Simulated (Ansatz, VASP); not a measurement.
## ScBi3: VASP beside Ansatz

```
Sc Bi
1.0
    -2.31509    2.31509    5.41066
     2.31509   -2.31509    5.41066
     2.31509    2.31509   -5.41066
Sc Bi
1 3
Cartesian
  0.0000 0.0000 0.0000
  0.0000 2.3151 2.7053
  2.3151 0.0000 2.7053
  0.0000 0.0000 5.4107
```

Alike in both runs: task single point; functional PBE; k mesh 4 × 4 × 4; occupations gaussian, width 0.1 eV; no spin polarisation.

|  | VASP | Ansatz |
| --- | --- | --- |
| version | VASP 6.6.1 | Ansatz 0.2.0 |
| potentials or method | VASP PAW PBE potentials, release 64 (Sc_sv, Bi_d), cutoff 520 eV | scalar-relativistic, plane waves, PAW |
| valence electrons in the cell | 56 | 56 |

|  | VASP | Ansatz | Ansatz less VASP |
| --- | --- | --- | --- |
| gap on the k mesh at the Fermi level (eV) | none | none | - |
| pressure (GPa) | -0.2 | -0.1 | +0.03 |
| traceless stress, the component that is largest in VASP (GPa) | 0.40 | 0.41 | +0.013 |

A gap of «none» marks a metal or a gap that the smearing closes.

The k mesh is coarse, so the values compare programs but aren't converged. Spin-orbit coupling is off throughout.
